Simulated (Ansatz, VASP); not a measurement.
## Two plane-wave programs on Al

File INCAR:

```
PREC = Accurate
ENCUT = 600
EDIFF = 1E-7
ISMEAR = -1
SIGMA = 0.05
LREAL = False
LASPH = True
NELM = 80
ALGO = Normal
ISIF = 3
LWAVE = False
LCHARG = False
GGA = PE
IBRION = 2
NSW = 100
EDIFFG = -0.003
```

Contents of KPOINTS:

```
Automatic mesh
0
Gamma
  22 22 22
```

Contents of POSCAR:

```
Al
1.0
    0.0000000000      2.0247900000      2.0247900000
    2.0247900000      0.0000000000      2.0247900000
    2.0247900000      2.0247900000      0.0000000000
Al
1
Direct
    0.0000000000      0.0000000000      0.0000000000
```

Input for Ansatz:

```yaml
crystal:
  lattice:
    - [0.0, 2.02479, 2.02479]
    - [2.02479, 0.0, 2.02479]
    - [2.02479, 2.02479, 0.0]
  atoms:
    - { symbol: Al, position: [0.0, 0.0, 0.0] }
kpoints:
  mp_grid: { grid: [22, 22, 22] }
scf:
  occupations: { method: fermi_dirac, width: 0.05 }
hamiltonian:
  xc: pbe
  pseudopotentials: { kind: paw }
output:
  forces: true
  stress: true
  write_density: true
  write_potential: true
  elf: true
  volumetric_format: npy
relax:
  f_tol: 0.003
  max_steps: 80
  cell: {}
```

Alike in both runs: task relaxation of cell and atoms; functional PBE; k mesh 22 × 22 × 22; occupations fermi-dirac, width 0.05 eV; no spin polarisation.

```csv
,VASP,Ansatz
version,VASP 6.6.1,Ansatz 0.2.0
potentials or method,"VASP PAW PBE potentials, release 64 (Al)","PAW with Ansatz's default frozen-core files, scalar-relativistic"
plane-wave cutoff (eV),600,420
valence electrons in the cell,3,3
```

Ansatz gave:

| Item | Value |
| --- | --- |
| relaxed volume (Å³/atom) | 16.50 |
| relaxed length of the cell vector where the two differ most in proportion (Å) | 2.858 |

Q: Which values does VASP return?

A: Relaxed volume (Å³/atom): 16.49; relaxed length of the cell vector where the two differ most in proportion (Å): 2.857.
